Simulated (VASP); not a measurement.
# SiC (m.bA) (F-43m) in VASP: notebook

SiC (m.bA) is run at these levels: PBE; tasks: single point.

Everything below comes from runs of VASP 6.6.1. Logs are shortened: lines on timing, memory, paths and dates and some standing lists are left out, and cuts for length are marked.

**1. The cell of the first run**

It takes space group F-43m (No. 216, cubic). Conventional cell: a = 4.360 Å, b = 4.360 Å, c = 4.360 Å, α = 90.00°, β = 90.00°, γ = 90.00°. Within 2.5 Å of Si (site symmetry -43m) lie 4 C at 1.89 Å. Within 2.5 Å of C (site symmetry -43m) lie 4 Si at 1.89 Å.

**2. Single point, PBE**

The input, INCAR:

```
ALGO = Normal ; EDIFF = 1E-6
ENCUT = 600 ; GGA = PE
GGA_COMPAT = F ; ISIF = 2
ISMEAR = 0 ; LASPH = T
LCHARG = T ; LELF = T
LREAL = F ; LVHAR = T
LWAVE = F ; NBANDS = 11
NELM = 120 ; PREC = Accurate
SIGMA = 0.1
```

The input, KPOINTS:

```
k-points
0
Gamma
  8 8 8
```

The input, POSCAR:

```
SiC
1.0
    0.0000000000      2.1800000000      2.1800000000
    2.1800000000      0.0000000000      2.1800000000
    2.1800000000      2.1800000000      0.0000000000
Si C
1 1
Direct
    0.0000000000      0.0000000000      0.0000000000
    0.2500000000      0.2500000000      0.2500000000
```

Potentials or basis: VASP PAW PBE potentials, release 64 (Si, C).

On the command line:

```
$ cat potpaw_PBE.64/Si/POTCAR potpaw_PBE.64/C/POTCAR > POTCAR
$ mpirun -np 1 vasp_std > vasp.out
```

OUTCAR:

```text
EDIFF = 1E-6
   ENCUT = 600
   GGA = PE
   ISIF = 2
   ISMEAR = 0
   LASPH = T
   LREAL = F
   NELM = 120
   PREC = Accurate

 ion  position               nearest neighbor table
   1  0.000  0.000  0.000-   2 1.89   2 1.89   2 1.89   2 1.89
   2  0.250  0.250  0.250-   1 1.89   1 1.89   1 1.89   1 1.89

  LATTYP: Found a face centered cubic cell.
 ALAT       =     4.3600000000

  Lattice vectors:

 A1 = (   0.0000000000,   2.1800000000,   2.1800000000)
 A2 = (   2.1800000000,   0.0000000000,   2.1800000000)
 A3 = (   2.1800000000,   2.1800000000,   0.0000000000)

Analysis of symmetry for initial positions (statically):
=====================================================================
 Subroutine PRICEL returns:
 Original cell was already a primitive cell.

 Routine SETGRP: Setting up the symmetry group for a
 face centered cubic supercell.

 Subroutine GETGRP returns: Found 24 space group operations
 (whereof 24 operations were pure point group operations)
 out of a pool of 48 trial point group operations.

The static configuration has the point symmetry T_d .

Analysis of symmetry for dynamics (positions and initial velocities):
=====================================================================
 Subroutine PRICEL returns:
 Original cell was already a primitive cell.

 Routine SETGRP: Setting up the symmetry group for a
 face centered cubic supercell.

 Subroutine GETGRP returns: Found 24 space group operations
 (whereof 24 operations were pure point group operations)
 out of a pool of 48 trial point group operations.

The dynamic configuration has the point symmetry T_d .

 Subroutine INISYM returns: Found 24 space group operations
 (whereof 24 operations are pure point group operations),
 and found     1 'primitive' translations

----------------------------------------------------------------------------------------

                                     Primitive cell

  volume of cell :      20.7205

  direct lattice vectors                    reciprocal lattice vectors
     0.000000000  2.180000000  2.180000000    -0.229357798  0.229357798  0.229357798
     2.180000000  0.000000000  2.180000000     0.229357798 -0.229357798  0.229357798
     2.180000000  2.180000000  0.000000000     0.229357798  0.229357798 -0.229357798

  length of vectors
     3.082985566  3.082985566  3.082985566     0.397259360  0.397259360  0.397259360

  position of ions in fractional coordinates (direct lattice)
     0.000000000  0.000000000  0.000000000
     0.250000000  0.250000000  0.250000000

  ion indices of the primitive-cell ions
   primitive index   ion index
                 1           1
                 2           2

----------------------------------------------------------------------------------------

 KPOINTS: k-points

Automatic generation of k-mesh.
 Grid dimensions read from file:
 generate k-points for:    8    8    8

 Generating k-lattice:

  Cartesian coordinates                     Fractional coordinates (reciprocal lattice)
    -0.028669725  0.028669725  0.028669725     0.125000000  0.000000000  0.000000000
     0.028669725 -0.028669725  0.028669725     0.000000000  0.125000000  0.000000000
     0.028669725  0.028669725 -0.028669725     0.000000000  0.000000000  0.125000000

  Length of vectors
     0.049657420  0.049657420  0.049657420

  Shift w.r.t. Gamma in fractional coordinates (k-lattice)
     0.000000000  0.000000000  0.000000000

 Subroutine IBZKPT returns following result:
 ===========================================

 Found     29 irreducible k-points:

 Following reciprocal coordinates:
            Coordinates               Weight
  0.000000  0.000000  0.000000      1.000000
  0.125000  0.000000  0.000000      8.000000
  0.250000  0.000000  0.000000      8.000000
  0.375000  0.000000  0.000000      8.000000
  0.500000  0.000000  0.000000      4.000000
  0.125000  0.125000  0.000000      6.000000
[... 16 lines left out ...]
  0.500000  0.250000  0.125000     48.000000
 -0.375000  0.250000  0.125000     24.000000
 [... further k-points ...]
   k-points           NKPTS =     29   k-points in BZ     NKDIM =     29   number of bands    NBANDS=     11
   number of dos      NEDOS =    301   number of ions     NIONS =      2
   total plane-waves  NPLWV =  21952
   dimension x,y,z NGX =    28 NGY =   28 NGZ =   28
   dimension x,y,z NGXF=    56 NGYF=   56 NGZF=   56
   ions per type =               1   1
   NGX,Y,Z   is equivalent  to a cutoff of  15.10, 15.10, 15.10 a.u.
   NGXF,Y,Z  is equivalent  to a cutoff of  30.20, 30.20, 30.20 a.u.
 SYSTEM =  unknown system
   PREC   = accura    normal or accurate (medium, high low for compatibility)
   ISTART =      0    job   : 0-new  1-cont  2-samecut
   ICHARG =      2    charge: 1-file 2-atom 10-const
   ISPIN  =      1    spin polarized calculation?
   LNONCOLLINEAR =      F non collinear calculations
   LSORBIT =      F    spin-orbit coupling
   LASPH  =      T    aspherical Exc in radial PAW
   ENCUT  =  600.0 eV  44.10 Ry    6.64 a.u.   6.16  6.16  6.16*2*pi/ulx,y,z
   NELM   =    120;   NELMIN=  2; NELMDL= -5     # of ELM steps
   EDIFF  = 0.1E-05   stopping-criterion for ELM
   LREAL  =      F    real-space projection
[... 7 lines left out ...]
   TEBEG  =    0.0;   TEEND  =   0.0 temperature during run
   PSTRESS=    0.0 pullay stress
   NELECT =       8.0000    total number of electrons
   NUPDOWN=      -1.0000    fix difference up-down
   EMIN   =  10.00;   EMAX   =-10.00  energy-range for DOS
   EFERMI =   0.00;   METHOD = LEGACY
   ISMEAR =     0;   SIGMA  =   0.10  broadening in eV -4-tet -1-fermi 0-gaus
   EFERMI_NEDOS =   21; number of points for ismear=-14 and -15
   IALGO  =     38    algorithm
   IMIX   =      4    mixing-type and parameters
     AMIX     =   0.40;   BMIX     =  1.00
     AMIX_MAG =   1.60;   BMIX_MAG =  1.00
  volume/ion in A,a.u.               =      10.36        69.91
  Fermi-wavevector in a.u.,A,eV,Ry     =   1.192079  2.252702 19.334588  1.421052
  Thomas-Fermi vector in A             =   2.328126
   LORBIT       =      0    0 simple, 1 ext, 2 COOP (PROOUT), +10 PAW based schemes
   GGA     = PE    functional components
   LHFCALC =     F    Hartree Fock is set to
   AEXX    =    0.0000 exact exchange contribution
   IVDW    =     0    specifies the selected vdW correction
   LEPSILON=     F    determine dielectric tensor
   LRPA    =     F    only Hartree local field effects (RPA)
 non-spin polarized calculation
 Gauss-broadening in eV      SIGMA  =   0.10
  energy-cutoff  :      600.00
  volume of cell :       20.72
 maximum number of plane-waves:       701
 NGX is ok and might be reduce to    28
   NGX = 13   NGY = 13   NGZ = 13

 number of electron       8.0000000 magnetization

 Free energy of the ion-electron system (eV)
  ---------------------------------------------------
  ext. energy  EPLUGINS =         0.00000000
  ---------------------------------------------------
  free energy    TOTEN  =       -15.05863217 eV

  energy without entropy =      -15.05863217  energy(sigma->0) =      -15.05863217

 E-fermi :   8.6181     XC(G=0): -11.3499

 val. band max:        8.0918166245   @ k =   0.0000   0.0000   0.0000
 cond. band min:       9.4496116263   @ k =   0.5000   0.5000   0.0000
 fundamental gap:      1.3577950018
 Fermi energy:         8.6181418805

 k-point     1 :       0.0000    0.0000    0.0000
  band No.  band energies     occupation
      1      -7.3010      2.00000
      2       8.0918      2.00000
      3       8.0918      2.00000
      4       8.0918      2.00000
      5      14.3090      0.00000
      6      15.3895      0.00000
      7      15.3895      0.00000
      8      15.3895      0.00000
      9      22.5903      0.00000
     10      22.5903      0.00000
     11      24.5507      0.00000

 k-point     2 :       0.1250    0.0000    0.0000
  band No.  band energies     occupation
      1      -6.9966      2.00000
      2       6.6086      2.00000
      3       7.8910      2.00000
      4       7.8910      2.00000
      5      14.5510      0.00000
      6      15.7407      0.00000
      7      15.7407      0.00000
      8      15.9129      0.00000
      9      21.3728      0.00000
     10      21.3728      0.00000
     11      24.1396      0.00000

 k-point     3 :       0.2500    0.0000    0.0000
  band No.  band energies     occupation
      1      -6.1067      2.00000
      2       3.8028      2.00000
      3       7.4863      2.00000
      4       7.4863      2.00000
      5      14.0691      0.00000
      6      15.9917      0.00000
      7      15.9917      0.00000
      8      17.4320      0.00000
      9      21.2023      0.00000
     10      21.2023      0.00000
     11      23.2209      0.00000

 k-point     4 :       0.3750    0.0000    0.0000
  band No.  band energies     occupation
      1      -4.7543      2.00000
      2       1.0677      2.00000
      3       7.1593      2.00000
      4       7.1593      2.00000
      5      13.6555      0.00000
      6      15.5662      0.00000
      7      15.5662      0.00000
      8      18.1041      0.00000
      9      23.1892      0.00000
     10      23.1892      0.00000
     11      23.6114      0.00000
[... 239 lines left out ...]
 k-point    22 :       0.3750    0.2500    0.1250
  band No.  band energies     occupation
      1      -5.3334      2.00000
      2       3.6094      2.00000
      3       5.2372      2.00000
      4       6.8193      2.00000
      5      13.4532      0.00000
      6      15.7103      0.00000
      7      16.5504      0.00000
      8      18.1501      0.00000
      9      20.3218      0.00000
     10      24.0798      0.00000
     11      27.4997      0.00000

 k-point    23 :       0.5000    0.2500    0.1250
  band No.  band energies     occupation
      1      -4.0344      2.00000
      2       1.5839      2.00000
      3       4.4986      2.00000
      4       6.1717      2.00000
      5      13.3938      0.00000
      6      15.6755      0.00000
      7      17.2801      0.00000
      8      18.5318      0.00000
      9      21.4641      0.00000
     10      24.5747      0.00000
     11      27.4089      0.00000

 k-point    24 :      -0.3750    0.2500    0.1250
  band No.  band energies     occupation
      1      -3.0920      2.00000
      2       0.2716      2.00000
      3       4.3865      2.00000
      4       5.8362      2.00000
      5      13.3370      0.00000
      6      15.3580      0.00000
      7      18.2292      0.00000
      8      19.0804      0.00000
      9      21.5016      0.00000
     10      24.3020      0.00000
     11      27.4019      0.00000

 [... further k-points ...]
[... 5 lines left out ...]
  --------------------------------------------------------------------------------------
  -------------------------------------------------------------------------------------
  Total        0.3584408      0.3584408      0.3584408      0.0000000     -0.0000000      0.0000000
  in kB       27.7158722     27.7158722     27.7158722      0.0000000     -0.0000000      0.0000000
  external PRESSURE =      27.7158722 kB  Pullay stress =       0.0000000 kB

 VOLUME and BASIS-vectors are now :
 -----------------------------------------------------------------------------
  energy-cutoff  :      600.00
  volume of cell :       20.72
      direct lattice vectors                 reciprocal lattice vectors
     0.000000000  2.180000000  2.180000000    -0.229357798  0.229357798  0.229357798
     2.180000000  0.000000000  2.180000000     0.229357798 -0.229357798  0.229357798
     2.180000000  2.180000000  0.000000000     0.229357798  0.229357798 -0.229357798

 POSITION                                       TOTAL-FORCE (eV/Angst)
 -----------------------------------------------------------------------------------
      0.00000      0.00000      0.00000         0.000000      0.000000      0.000000
      1.09000      1.09000      1.09000        -0.000000     -0.000000     -0.000000
 -----------------------------------------------------------------------------------
    total drift:                               -0.000000     -0.000000     -0.000000

  FREE ENERGIE OF THE ION-ELECTRON SYSTEM (eV)
  ---------------------------------------------------
  free  energy   TOTEN  =       -15.0586321679 eV

  energy  without entropy=      -15.0586321679  energy(sigma->0) =      -15.05863217
```

Wall time 10 s (1 thread of Intel Xeon Platinum 8488C (Sapphire Rapids), shared host); peak memory 0.15 GiB.

What came out:

* Free energy: -15.0586 eV
* Pressure: 2.8 GPa
* Band gap on the k mesh: 1.36 eV, indirect (least direct gap 4.54 eV)

[end of part 1 of 2]
